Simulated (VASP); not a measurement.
Runs of VASP 6.6.1 on BeC2. The structure is that of space group I4/mmm (No. 139), or close to it. The cells are those of the table. 

```csv
task,cell,cutoff (eV),gap on the mesh (eV),pressure (GPa),largest force (eV/Å)
relaxation of cell and atoms,"relaxed to 13 GPa from a = 3.459 Å, angles 117.1, 117.1, 95.1°, 3 atoms",600,(a),13.0,-
relaxation of cell and atoms,"relaxed to 5 GPa from a = 3.459 Å, angles 117.1, 117.1, 95.1°, 3 atoms",600,1.25,5.0,-
single point,"a = 3.280 Å, angles 120.5, 120.5, 89.2°, 3 atoms",520,0.34,(b),0.13
single point,"a = 3.364 Å, angles 118.9, 118.9, 92.0°, 3 atoms",520,1.29,5.4,0.13
```

Alike in all rows: level PBEsol; potentials or basis VASP PAW PBE potentials, release 64 (Be, C); no spin polarisation; k mesh 10 × 10 × 10; smearing gaussian 0.01 eV.

Question: Estimate the missing entries.

Answer: (a) 0.31; (b) 13.4.

Caveats: the PAW data sets were made with another functional, which shifts forces and pressure a little; the cell is relaxed towards a set pressure, so the enthalpy falls and the energy may rise (some runs).

A k mesh can miss the band edges.
